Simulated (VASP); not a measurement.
Here is a VASP 6.6.1 calculation.

File INCAR:

```
  PREC = Accurate
  ENCUT = 520
  EDIFF = 1E-6
  ISMEAR = 1
  SIGMA = 0.0122
  LREAL = F
  LASPH = T
  NELM = 60
  ALGO = Normal
  ISIF = 2
  LWAVE = F
  LCHARG = T
  GGA = PE
  LELF = T
  LVHAR = T
  NBANDS = 46
```

KPOINTS

```
Automatic mesh
0
Gamma
  5 5 5
```

POSCAR

```
Cs2Ba3In2
1.0
    0.0000000000      0.0000000000      5.6544300000
    4.9668170000      0.0000000000      0.0000000000
    2.4834080000     11.1542550000     -2.8272150000
In Cs Ba
2 2 3
Direct
    0.4378000000      0.0622000000      0.8756000000
    0.5622000000      0.9378000000      0.1244000000
    0.3629000000      0.6371000000      0.7258000000
    0.6371000000      0.3629000000      0.2742000000
    0.0000000000      0.5000000000      0.0000000000
    0.1829000000      0.8171000000      0.3658000000
    0.8171000000      0.1829000000      0.6342000000
```

Potentials or basis: VASP PAW PBE potentials, release 64 (In_d, Cs_sv, Ba_sv).

The run is started by

```bash
$ cat potpaw_PBE.64/In_d/POTCAR potpaw_PBE.64/Cs_sv/POTCAR potpaw_PBE.64/Ba_sv/POTCAR > POTCAR
$ mpirun -np 1 vasp_std > vasp.out
```

Task: Predict the pressure.

Result: 4.1 GPa.

Task: Predict the largest force.

Result: 1.679 eV/Å.

Task: Estimate the band gap on the k mesh.

Result: Zero (bands 37 and 38 overlap by 0.43 eV).

Forces in eV/Å, atoms in the order of the input:
```
In   0.000  1.332  0.000
In   0.000 -1.332  0.000
Cs   0.000 -1.679  0.000
Cs   0.000  1.679  0.000
Ba   0.000  0.000  0.000
Ba   0.000 -0.055  0.000
Ba   0.000  0.055  0.000
```

Caveat: the cell stands under pressure; spin-orbit coupling is left out, which moves the levels of the heavy elements; forces of over 1 eV/Å act on the atoms, so gaps and moduli don't describe the material at rest.
